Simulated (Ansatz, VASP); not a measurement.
One calculation of KTaO3, two programs

POSCAR

```
KTaO3
1.0
    3.8885925000      0.0000000000      0.0000000000
    0.0000000000      3.8885925000      0.0000000000
    0.0000000000      0.0000000000      3.7888850000
K Ta O
1 1 3
Direct
    0.5000000000      0.5000000000      0.5000000000
    0.0000000000      0.0000000000      0.0000000000
    0.5000000000      0.0000000000      0.0000000000
    0.0000000000      0.5000000000      0.0000000000
    0.0000000000      0.0000000000      0.5000000000
```

Contents of INCAR.step1:

```
ALGO = Normal ; EDIFF = 1E-4
ENCUT = 520 ; GGA = PE
ISMEAR = 0 ; LASPH = T
LCHARG = F ; LREAL = F
LWAVE = T ; NBANDS = 27
NELM = 60 ; PREC = Accurate
SIGMA = 0.05
```

The input INCAR.step2:

```
ALGO = Normal ; EDIFF = 1E-7
ENCUT = 520 ; ISIF = 2
ISMEAR = 0 ; ISTART = 1
LASPH = T ; LCHARG = F
LMIXTAU = T ; LREAL = F
LWAVE = F ; METAGGA = R2SCAN
NBANDS = 27 ; NELM = 60
PREC = Accurate ; SIGMA = 0.05
```

File KPOINTS:

```
k-points
0
Gamma
  6 6 6
```

Input for Ansatz:

```yaml
crystal:
  lattice:
    - [3.8885925, 0.0, 0.0]
    - [0.0, 3.8885925, 0.0]
    - [0.0, 0.0, 3.788885]
  atoms:
    - { symbol: K, position: [0.5, 0.5, 0.5] }
    - { symbol: Ta, position: [0.0, 0.0, 0.0] }
    - { symbol: O, position: [0.5, 0.0, 0.0] }
    - { symbol: O, position: [0.0, 0.5, 0.0] }
    - { symbol: O, position: [0.0, 0.0, 0.5] }
basis:
  ecutwfc: 500
kpoints:
  mp_grid: { grid: [6, 6, 6] }
hamiltonian:
  xc: r2scan
scf:
  occupations: { method: gaussian, width: 0.05 }
output:
  forces: true
  stress: true
  eigenvalues: true
```

Change from the starting cell: strain -0.025 along x and y, -0.050 along z, atoms carried along.

Alike in both runs: task single point; functional r2SCAN; k mesh 6 × 6 × 6; occupations gaussian, width 0.05 eV; no spin polarisation.

```csv
,VASP,Ansatz
version,VASP 6.6.1,Ansatz 0.2.0
potentials or method,"VASP PAW PBE potentials, release 64 (K_sv, Ta_pv, O), cutoff 520 eV","scalar-relativistic, plane waves, PAW"
valence electrons in the cell,38,40
```

|  | VASP | Ansatz | Ansatz less VASP |
| --- | --- | --- | --- |
| gap on the k mesh at the Fermi level (eV) | 2.79 | 2.83 | +0.038 |
| least direct gap on the mesh (eV) | 3.35 | 3.37 | +0.019 |
| pressure (GPa) | 29.0 | 27.4 | -1.61 |
| traceless stress, the component that is largest in VASP (GPa) | 10.28 | 10.07 | -0.201 |

VASP's potentials were made for PBE, not for r2SCAN. VASP's potentials hold 38 valence electrons a cell and Ansatz's 40, so a difference there can come from the potentials and not from the codes.

Neither program's run includes spin-orbit coupling.
